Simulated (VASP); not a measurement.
Here is a VASP 6.6.1 calculation.

Contents of INCAR:

```
SYSTEM = Ni
PREC = Accurate
ENCUT = 520
EDIFF = 1E-6
ISMEAR = 0
SIGMA = 0.05
LREAL = .FALSE.
LASPH = .TRUE.
NELM = 80
ALGO = Normal
ISIF = 2
LWAVE = .FALSE.
LCHARG = .FALSE.
NBANDS = 11
```

File KPOINTS:

```
Automatic mesh
0
G
  20 20 20
  0 0 0
```

Contents of POSCAR:

```
Ni
1.0
    0.0000000000      1.7121051126      1.7121051126
    1.7121051126      0.0000000000      1.7121051126
    1.7121051126      1.7121051126      0.0000000000
Ni
1
Direct
    0.0000000000      0.0000000000      0.0000000000
```

Potentials or basis: VASP PAW LDA potentials, release 64 (Ni).

Launch:

```console
$ cat potpaw_LDA.64/Ni/POTCAR > POTCAR
$ mpirun -np 1 vasp_std > vasp.out
```

**Question.** Predict the pressure.

**Answer.** -1.5 GPa.

**Question.** Predict the band gap on the k mesh.

**Answer.** Zero (band 5 reaches 10.27 eV, above the bottom of band 6 at 9.20 eV).

Caveat: the run has no spin polarisation, though such a crystal can be magnetic. Spin polarisation is off, so any magnetic state and its effect on volume and gap are missing.
